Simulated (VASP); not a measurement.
# WS2 in VASP: notebook

WS2 is run at these levels: PBE+D3(BJ); tasks: single point.

All numbers are computed with VASP 6.6.1; they aren't measurements. Logs are shortened: lines on timing, memory, paths and dates and some standing lists are left out, and cuts for length are marked.

## Step 1: The cell of the first run

The cell holds a slab with vacuum, 6 atoms: a = 3.160 Å, b = 3.160 Å, c = 23.804 Å, α = 90.00°, β = 90.00°, γ = 120.00°.

## Step 2: Single point, PBE+D3(BJ) (layers slid over each other)

Contents of INCAR:

```
SYSTEM = WS2
PREC     = Accurate       ! precision mode
ENCUT    = 520            ! plane-wave cutoff, eV
EDIFF    = 1E-7           ! SCF threshold, eV
ISMEAR   = 0              ! smearing method
SIGMA    = 0.05           ! smearing width, eV
LREAL    = .False.        ! projectors in reciprocal space
LASPH    = .True.         ! aspherical terms in the spheres
NELM     = 80             ! most SCF steps
ALGO     = Normal         ! electronic algorithm
ISIF     = 2              ! what is computed and relaxed
LWAVE    = .False.        ! write WAVECAR
LCHARG   = .True.         ! write CHGCAR
LDIPOL   = .True.       
IDIPOL   = 3            
DIPOL    = 0.5 0.5 0.394
GGA      = PE             ! functional
IVDW     = 12             ! dispersion correction
LELF     = .True.         ! ELF
LVHAR    = .True.       
LVACPOTAV= .True.       
NBANDS   = 35             ! bands
```

Contents of KPOINTS:

```
regular mesh
0
Gamma
  9 9 1
  0 0 0
```

Contents of POSCAR:

```
WS2
1.0
    3.1595456682      0.0000000000      0.0000000000
   -1.5797728341      2.7362468131      0.0000000000
    0.0000000000      0.0000000000     23.8042574330
S W
4 2
Direct
    0.3333333333      0.6666666667      0.1890418137
    0.3333333333      0.6666666667      0.3214605092
    0.3333333333      1.0000000000      0.4659724735
    0.3333333333      1.0000000000      0.5983911690
    0.6666666667      0.3333333333      0.2552511584
    0.0000000000      1.3333333333      0.5321818182
```

Potentials or basis: VASP PAW PBE potentials, release 64 (S, W_sv).

The run is started by

```bash
cat potpaw_PBE.64/S/POTCAR potpaw_PBE.64/W_sv/POTCAR > POTCAR
mpirun -np 1 vasp_std > vasp.out
```

OUTCAR:

```text
SYSTEM = WS2
   PREC = Accurate
   ENCUT = 520
   EDIFF = 1E-7
   ISMEAR = 0
   LREAL = .False.
   LASPH = .True.
   NELM = 80
   ISIF = 2
   GGA = PE
   IVDW = 12
 IVDW          = 12

 ion  position               nearest neighbor table
   1  0.333  0.667  0.189-   5 2.41   5 2.41   5 2.41
   2  0.333  0.667  0.321-   5 2.41   5 2.41   5 2.41
   3  0.333  0.000  0.466-   6 2.41   6 2.41   6 2.41
   4  0.333  0.000  0.598-   6 2.41   6 2.41   6 2.41
   5  0.667  0.333  0.255-   1 2.41   1 2.41   1 2.41   2 2.41   2 2.41   2 2.41
   6  0.000  0.333  0.532-   3 2.41   3 2.41   3 2.41   4 2.41   4 2.41   4 2.41

  LATTYP: Found a hexagonal cell.
 ALAT       =     3.1595456682
 C/A-ratio  =     7.5340760770

  Lattice vectors:

 A1 = (   3.1595456682,   0.0000000000,   0.0000000000)
 A2 = (  -1.5797728341,   2.7362468131,   0.0000000000)
 A3 = (   0.0000000000,   0.0000000000,  23.8042574330)

Analysis of symmetry for initial positions (statically):
=====================================================================
 Subroutine PRICEL returns:
 Original cell was already a primitive cell.

 Routine SETGRP: Setting up the symmetry group for a
 hexagonal supercell.

 Subroutine GETGRP returns: Found  2 space group operations
 (whereof  1 operations were pure point group operations)
 out of a pool of 24 trial point group operations.

The static configuration has the point symmetry C_1 .
 The point group associated with its full space group is S_2 .

Analysis of symmetry for dynamics (positions and initial velocities):
=====================================================================
 Subroutine PRICEL returns:
 Original cell was already a primitive cell.

 Routine SETGRP: Setting up the symmetry group for a
 hexagonal supercell.

 Subroutine GETGRP returns: Found  2 space group operations
 (whereof  1 operations were pure point group operations)
 out of a pool of 24 trial point group operations.

The dynamic configuration has the point symmetry C_1 .
 The point group associated with its full space group is S_2 .

 Subroutine INISYM returns: Found  2 space group operations
 (whereof  1 operations are pure point group operations),
 and found     1 'primitive' translations

----------------------------------------------------------------------------------------

                                     Primitive cell

  volume of cell :     205.7949
[... 103 lines left out ...]
   ISIF   =      2    stress and relaxation
   ISYM   =      2    0-nonsym 1-usesym 2-fastsym
   POTIM  = 0.5000    time-step for ionic-motion
   TEBEG  =    0.0;   TEEND  =   0.0 temperature during run
   PSTRESS=    0.0 pullay stress
   NELECT =      52.0000    total number of electrons
   NUPDOWN=      -1.0000    fix difference up-down
   EMIN   =  10.00;   EMAX   =-10.00  energy-range for DOS
   EFERMI =   0.00;   METHOD = LEGACY
   ISMEAR =     0;   SIGMA  =   0.05  broadening in eV -4-tet -1-fermi 0-gaus
   EFERMI_NEDOS =   21; number of points for ismear=-14 and -15
   IALGO  =     38    algorithm
   IMIX   =      4    mixing-type and parameters
     AMIX     =   0.40;   BMIX     =  1.00
     AMIX_MAG =   1.60;   BMIX_MAG =  1.00
  volume/ion in A,a.u.               =      34.30       231.46
  Fermi-wavevector in a.u.,A,eV,Ry     =   1.034978  1.955825 14.574280  1.071179
  Thomas-Fermi vector in A             =   2.169299
   LORBIT       =      0    0 simple, 1 ext, 2 COOP (PROOUT), +10 PAW based schemes
   GGA     = PE    functional components
   LHFCALC =     F    Hartree Fock is set to
   AEXX    =    0.0000 exact exchange contribution
   IVDW    =    12    specifies the selected vdW correction
   LEPSILON=     F    determine dielectric tensor
   LRPA    =     F    only Hartree local field effects (RPA)
 non-spin polarized calculation
 Gauss-broadening in eV      SIGMA  =   0.05
  energy-cutoff  :      520.00
  volume of cell :      205.79
 maximum number of plane-waves:      5566
   NGX = 11   NGY = 11   NGZ = 89

 dipolmoment           0.000000      0.000000      0.000040 electrons x Angstroem

 number of electron      51.9999994 magnetization

 dipolmoment           0.000000      0.000000     -0.000003 electrons x Angstroem

 Free energy of the ion-electron system (eV)
  ---------------------------------------------------
  ext. energy  EPLUGINS =         0.00000000
  ---------------------------------------------------
  free energy    TOTEN  =       -47.30822335 eV

  energy without entropy =      -47.30822335  energy(sigma->0) =      -47.30822335

 E-fermi :   1.3815     XC(G=0):  -6.1581

 val. band max:        0.9952427526   @ k =   0.0000   0.0000   0.0000
 cond. band min:       2.7351992252   @ k =   0.3333  -0.1111   0.0000
 fundamental gap:      1.7399564726
 Fermi energy:         1.3814665426

 k-point     1 :       0.0000    0.0000    0.0000
  band No.  band energies     occupation
      1     -73.1930      2.00000
      2     -73.1930      2.00000
      3     -37.4454      2.00000
      4     -37.4454      2.00000
      5     -37.2703      2.00000
      6     -37.2703      2.00000
[... 901 lines left out ...]
     34       5.5889      0.00000
     35       7.0867      0.00000

 [... further k-points ...]

------------------------ aborting loop because EDIFF is reached ----------------------------------------

 Edisp (eV)   -2.11484

 E8    (eV) :    -0.9183

  FORCE on cell =-STRESS in cart. coord.  units (eV):
  Direction    XX          YY          ZZ          XY          YZ          ZX
  --------------------------------------------------------------------------------------
  -------------------------------------------------------------------------------------
  Total      -0.21605    -0.21900    -0.48904    -0.02882     0.13015    -0.04610
  in kB      -1.68199    -1.70495    -3.80733    -0.22435     1.01323    -0.35893
  external pressure =       -2.40 kB  Pullay stress =        0.00 kB

 VOLUME and BASIS-vectors are now :
 -----------------------------------------------------------------------------
  energy-cutoff  :      520.00
  volume of cell :      205.79
      direct lattice vectors                 reciprocal lattice vectors
     3.159545668  0.000000000  0.000000000     0.316501201  0.182732054  0.000000000
    -1.579772834  2.736246813  0.000000000     0.000000000  0.365464108  0.000000000
     0.000000000  0.000000000 23.804257433     0.000000000  0.000000000  0.042009292

 POSITION                                       TOTAL-FORCE (eV/Angst)
 -----------------------------------------------------------------------------------
     -0.00000      1.82416      4.50000         0.000810      0.001192      0.004335
     -0.00000      1.82416      7.65213         0.009036     -0.021246      0.024645
      1.05318      0.00000     11.09213        -0.009036      0.021246     -0.024645
      1.05318      0.00000     14.24426        -0.000810     -0.001192     -0.004335
      1.57977      0.91208      6.07606         0.001147     -0.010374      0.042873
     -0.52659      0.91208     12.66819        -0.001147      0.010374     -0.042873
 -----------------------------------------------------------------------------------
    total drift:                                0.000000     -0.000000     -0.000406

  FREE ENERGIE OF THE ION-ELECTRON SYSTEM (eV)
  ---------------------------------------------------
  free  energy   TOTEN  =       -49.4230654813 eV

  energy  without entropy=      -49.4230654813  energy(sigma->0) =      -49.42306548

 vacuum level on the upper side and lower side of the slab         6.470         6.470
```

It took 4.6 min on 1 thread of AMD EPYC 9R45 (Zen 5), shared host; peak memory 0.42 GiB.

What came out:

```
Free energy                : -49.4231 eV
Largest force              : 0.044 eV/Å
Band gap on the k mesh     : 1.74 eV (least direct gap 1.91 eV)
Dispersion energy per atom : -0.352 eV
```

Forces on the atoms (eV/Å):
```
S    0.001  0.001  0.004
S    0.009 -0.021  0.025
S   -0.009  0.021 -0.025
S   -0.001 -0.001 -0.004
W    0.001 -0.010  0.043
W   -0.001  0.010 -0.043
```

Levels at points of the mesh, in eV from the valence-band top:
| k point | band 24 | band 25 | band 26 | band 27 | band 28 | band 29 |
| --- | --- | --- | --- | --- | --- | --- |
| (0.00, 0.00, 0.00) | -1.75 | -0.50 | 0.00 | 2.74 | 2.74 | 2.76 |

Caveat: the cell differs from its parent crystal (layers slid over each other); spin-orbit coupling is left out, which moves the levels of the heavy elements.

## Step 3: Single point, PBE+D3(BJ) (layers slid over each other)

INCAR, as its differences from that of step 2:

```diff
@@ -8,3 +8,3 @@
 LASPH    = .True.         ! aspherical terms in the spheres
-NELM     = 80             ! most SCF steps
+NELM     = 60             ! most SCF steps
 ALGO     = Normal         ! electronic algorithm
```

Contents of KPOINTS:

```
Automatic mesh
0
Gamma
  9 9 1
  0 0 0
```

Contents of POSCAR:

```
WS2
1.0
    3.1595456682      0.0000000000      0.0000000000
   -1.5797728341      2.7362468131      0.0000000000
    0.0000000000      0.0000000000     23.8042574330
S W
4 2
Direct
    0.3333333333      0.6666666667      0.1890418137
    0.3333333333      0.6666666667      0.3214605092
    0.3333333333      0.8333333333      0.4659724735
    0.3333333333      0.8333333333      0.5983911690
    0.6666666667      0.3333333333      0.2552511584
    0.0000000000      1.1666666667      0.5321818182
```

Potentials or basis: VASP PAW PBE potentials, release 64 (S, W_sv).

The run is started by

```bash
cat potpaw_PBE.64/S/POTCAR potpaw_PBE.64/W_sv/POTCAR > POTCAR
mpirun -np 1 vasp_std > vasp.out
```

Run time: 4.6 min. Hardware: 1 thread of AMD EPYC 9R45 (Zen 5), shared host; peak memory 0.42 GiB.

It converged, with:

```yaml
Free_energy: -49.4043 eV
Largest_force: 0.036 eV/Å
Band_gap_on_the_k_mesh: 1.72 eV (least direct gap 1.92 eV)
Dispersion_energy_per_atom: -0.352 eV
```

Forces on the atoms (eV/Å):
```
S    0.000  0.001  0.003
S    0.011 -0.021 -0.027
S   -0.011  0.021  0.027
S    0.000 -0.001 -0.003
W    0.004 -0.009  0.033
W   -0.004  0.009 -0.033
```

Levels at points of the mesh, in eV from the valence-band top:
```tsv
k point	band 23	band 24	band 25	band 26	band 27	band 28	band 29	band 30
(0.00, 0.00, 0.00)	-1.77	-1.77	-0.53	0.00	2.71	2.72	2.73	2.74
```

Caveat: the cell differs from its parent crystal (layers slid over each other); spin-orbit coupling is left out, which moves the levels of the heavy elements.

## Step 4: Single point, PBE+D3(BJ) (layers slid over each other)

Contents of INCAR:

```
PREC = Accurate
ENCUT = 520
EDIFF = 1E-6
ISMEAR = 0
SIGMA = 0.05
LREAL = False
LASPH = True
NELM = 100
ALGO = Normal
ISIF = 2
LWAVE = False
LCHARG = True
LDIPOL = True
IDIPOL = 3
DIPOL = 0.5 0.5 0.394
GGA = PE
IVDW = 12
LELF = True
LVHAR = True
LVACPOTAV = True
NBANDS = 35
```

Contents of KPOINTS:

```
Automatic mesh
0
Gamma
  9 9 1
```

Contents of POSCAR:

```
WS2
1.0
    3.1595456682      0.0000000000      0.0000000000
   -1.5797728341      2.7362468131      0.0000000000
    0.0000000000      0.0000000000     23.8042574330
S W
4 2
Direct
    0.3333333333      0.6666666667      0.1890418137
    0.3333333333      0.6666666667      0.3214605092
    0.5000000000      1.3333333333      0.4659724735
    0.5000000000      1.3333333333      0.5983911690
    0.6666666667      0.3333333333      0.2552511584
    0.1666666667      1.6666666667      0.5321818182
```

Potentials or basis: VASP PAW PBE potentials, release 64 (S, W_sv).

The run is started by

```bash
cat potpaw_PBE.64/S/POTCAR potpaw_PBE.64/W_sv/POTCAR > POTCAR
mpirun -np 1 vasp_std > vasp.out
```

OUTCAR:

```text
PREC = Accurate
   ENCUT = 520
   EDIFF = 1E-6
   ISMEAR = 0
   LREAL = False
   LASPH = True
   NELM = 100
   ISIF = 2
   GGA = PE
   IVDW = 12
 IVDW          = 12

 ion  position               nearest neighbor table
   1  0.333  0.667  0.189-   5 2.41   5 2.41   5 2.41
   2  0.333  0.667  0.321-   5 2.41   5 2.41   5 2.41
   3  0.500  0.333  0.466-   6 2.41   6 2.41   6 2.41
   4  0.500  0.333  0.598-   6 2.41   6 2.41   6 2.41
   5  0.667  0.333  0.255-   1 2.41   1 2.41   1 2.41   2 2.41   2 2.41   2 2.41
   6  0.167  0.667  0.532-   3 2.41   3 2.41   3 2.41   4 2.41   4 2.41   4 2.41

  LATTYP: Found a hexagonal cell.
 ALAT       =     3.1595456682
 C/A-ratio  =     7.5340760770

  Lattice vectors:

[... 1123 lines left out ...]
  Total      -0.23525    -0.21996    -0.62964    -0.01299    -0.03464     0.08691
  in kB      -1.83148    -1.71246    -4.90192    -0.10113    -0.26967     0.67661
  external pressure =       -2.82 kB  Pullay stress =        0.00 kB

 VOLUME and BASIS-vectors are now :
 -----------------------------------------------------------------------------
  energy-cutoff  :      520.00
  volume of cell :      205.79
      direct lattice vectors                 reciprocal lattice vectors
     3.159545668  0.000000000  0.000000000     0.316501201  0.182732054  0.000000000
    -1.579772834  2.736246813  0.000000000     0.000000000  0.365464108  0.000000000
     0.000000000  0.000000000 23.804257433     0.000000000  0.000000000  0.042009292

 POSITION                                       TOTAL-FORCE (eV/Angst)
 -----------------------------------------------------------------------------------
     -0.00000      1.82416      4.50000         0.001412      0.000025      0.005574
     -0.00000      1.82416      7.65213        -0.013278      0.005994      0.057435
      1.05318      0.91208     11.09213         0.013278     -0.005994     -0.057435
      1.05318      0.91208     14.24426        -0.001412     -0.000025     -0.005574
      1.57977      0.91208      6.07606        -0.008243      0.002103      0.045277
     -0.52659      1.82416     12.66819         0.008243     -0.002103     -0.045277
 -----------------------------------------------------------------------------------
    total drift:                                0.000000     -0.000000     -0.000658

  FREE ENERGIE OF THE ION-ELECTRON SYSTEM (eV)
  ---------------------------------------------------
  free  energy   TOTEN  =       -49.4349887511 eV

  energy  without entropy=      -49.4349887511  energy(sigma->0) =      -49.43498875

 vacuum level on the upper side and lower side of the slab         6.467         6.467
```

stdout:

```text
POSCAR found type information on POSCAR S W
 POSCAR found :  2 types and       6 ions
 scaLAPACK will be used
 LDA part: xc-table for (Slater+PW92), standard interpolation
 POSCAR, INCAR and KPOINTS ok, starting setup
 FFT: planning ... GRIDC
 FFT: planning ... GRID_SOFT
 FFT: planning ... GRID
 WAVECAR not read
 entering main loop
 -----------------------------------------------------------------------------
|                                                                             |
|           W    W    AA    RRRRR   N    N  II  N    N   GGGG   !!!           |
|           W    W   A  A   R    R  NN   N  II  NN   N  G    G  !!!           |
|           W    W  A    A  R    R  N N  N  II  N N  N  G       !!!           |
|           W WW W  AAAAAA  RRRRR   N  N N  II  N  N N  G  GGG   !            |
|           WW  WW  A    A  R   R   N   NN  II  N   NN  G    G                |
|           W    W  A    A  R    R  N    N  II  N    N   GGGG   !!!           |
|                                                                             |
|     Did not find any points to average over, which means that no vacuum     |
|     field-free region was found. Please increase the size of  your cell     |
|     in the dimension of the dipole correction to obtain accurate            |
|     workfunction values.                                                    |
|                                                                             |
 -----------------------------------------------------------------------------
```

Run time: 4 min. Hardware: 1 thread of AMD EPYC 9R45 (Zen 5), shared host; peak memory 0.42 GiB.

What came out:

| Item | Value |
| --- | --- |
| Free energy | -49.4350 eV |
| Largest force | 0.059 eV/Å |
| Band gap on the k mesh | 1.75 eV (least direct gap 1.90 eV) |
| Dispersion energy per atom | -0.353 eV |

Forces in eV/Å, atoms in the order of the input:
```
S    0.001  0.000  0.006
S   -0.013  0.006  0.057
S    0.013 -0.006 -0.057
S   -0.001  0.000 -0.006
W   -0.008  0.002  0.045
W    0.008 -0.002 -0.045
```

Levels at points of the mesh, in eV from the valence-band top:
| k point | band 24 | band 25 | band 26 | band 27 | band 28 | band 29 |
| --- | --- | --- | --- | --- | --- | --- |
| (0.00, 0.00, 0.00) | -1.73 | -0.48 | 0.00 | 2.75 | 2.75 | 2.77 |

Caveat: the cell differs from its parent crystal (layers slid over each other); spin-orbit coupling is left out, which moves the levels of the heavy elements.

## Step 5: The runs side by side

```csv
cell,gap on the mesh (eV),largest force (eV/Å)
"as given, atomic positions A",1.74,0.04
"as given, atomic positions B",1.72,0.04
"as given, atomic positions C",1.75,0.06
```

Alike in all rows: task single point; level PBE+D3(BJ); potentials or basis VASP PAW PBE potentials, release 64 (S, W_sv); no spin polarisation; k mesh 9 × 9 × 1; cutoff (eV) 520; smearing gaussian 0.05 eV.

Caveats: spin-orbit coupling is left out, which moves the levels of the heavy elements.

Total energies depend on the potentials used, so only differences within one code and one set of settings carry meaning.
